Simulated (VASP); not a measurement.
Input of a VASP 6.6.1 run:

The input INCAR:

```
PREC = Accurate
ENCUT = 520
EDIFF = 1E-6
ISMEAR = -1
SIGMA = 0.1
LREAL = F
LASPH = T
NELM = 80
ALGO = Normal
ISIF = 2
LWAVE = F
LCHARG = F
GGA = B5
ALDAX = 1.0
AGGAX = 1.0
AGGAC = 1.0
ALDAC = 0.0
NBANDS = 12
```

KPOINTS

```
Automatic mesh
0
Gamma
  15 15 15
```

Contents of POSCAR:

```
Ti
1.0
    0.0000000000      2.0732865761      2.0732865761
    2.0732865761      0.0000000000      2.0732865761
    2.0732865761      2.0732865761      0.0000000000
Ti
1
Direct
    0.0000000000      0.0000000000      0.0000000000
```

Potentials or basis: VASP PAW PBE potentials, release 64 (Ti_sv).

Run with:

```console
$ cat potpaw_PBE.64/Ti_sv/POTCAR > POTCAR
$ mpirun -np 1 vasp_std > vasp.out
```

(1) Estimate the band gap on the k mesh.

(2) What does it give for the pressure?

Results:

(1) zero (band 6 reaches 9.19 eV, above the bottom of band 7 at 8.14 eV).

(2) 0.0 GPa.

Caveat: the PAW data sets were made with another functional, which shifts forces and pressure a little.
